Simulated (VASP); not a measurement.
Wanted: the native input for a VASP 6.6.1 run.

```yaml
Task: single point
Functional: PBE
Dispersion: D3(BJ)
Potentials_or_basis: VASP PAW PBE potentials, release 64 (Ir, S)
Cutoff: 520 eV
k_mesh: 5 × 5 × 1
Occupations: gaussian, width 0.1 eV
Spin: no spin polarisation
Dipole_correction: yes
Further_INCAR_settings: ALGO = Normal; EDIFF = 1e-06; NBANDS = 69
```

The structure of Ir12S lies in POSCAR:

```
Ir12S
1.0
    5.4309029918      0.0000000000      0.0000000000
    0.0000000000      5.4309029918      0.0000000000
    0.0000000000      0.0000000000     21.0013955423
Ir S
12 1
Direct
    0.2500000000      0.2500000000      0.1904635333
    0.2500000000      0.7500000000      0.1904635333
    0.7500000000      0.2500000000      0.1904635333
    0.7500000000      0.7500000000      0.1904635333
    0.0000000000      0.0000000000      0.2785823619
    0.0000000000      0.5000000000      0.2785823619
    0.5000000000      0.0000000000      0.2785823619
    0.5000000000      0.5000000000      0.2785823619
    0.2500000000      0.2500000000      0.3667087517
    0.2500000000      0.7500000000      0.3667087517
    0.7500000000      0.2500000000      0.3667087517
    0.7500000000      0.7500000000      0.3667087517
    0.3333333333      0.5000000000      0.4857484600
```

These files were run (other wordings do the same):

INCAR

```
SYSTEM = Ir12S
ALGO = Normal
DIPOL = 0.5 0.5 0.295
EDIFF = 1E-6
ENCUT = 520
GGA = PE
IDIPOL = 3
ISIF = 2
ISMEAR = 0
IVDW = 12
LASPH = .True.
LCHARG = .False.
LDIPOL = .True.
LREAL = .False.
LWAVE = .False.
NBANDS = 69
NELM = 100
PREC = Accurate
SIGMA = 0.1
```

KPOINTS

```
k-points
0
Gamma
  5 5 1
  0 0 0
```

Potentials or basis: VASP PAW PBE potentials, release 64 (Ir, S).

The run is started by

```console
$ cat potpaw_PBE.64/Ir/POTCAR potpaw_PBE.64/S/POTCAR > POTCAR
$ mpirun -np 1 vasp_std > vasp.out
```

It gave:

```yaml
Largest_force: 3.850 eV/Å
Band_gap_on_the_k_mesh: zero (bands 57 and 58 overlap by 1.15 eV)
Dispersion_energy_per_atom: -0.440 eV
```

Caveat: spin-orbit coupling is left out, which moves the levels of the heavy elements.

Wall time 35 min on 1 thread of Intel Xeon 8259CL (shared host), peak memory 0.71 GiB.
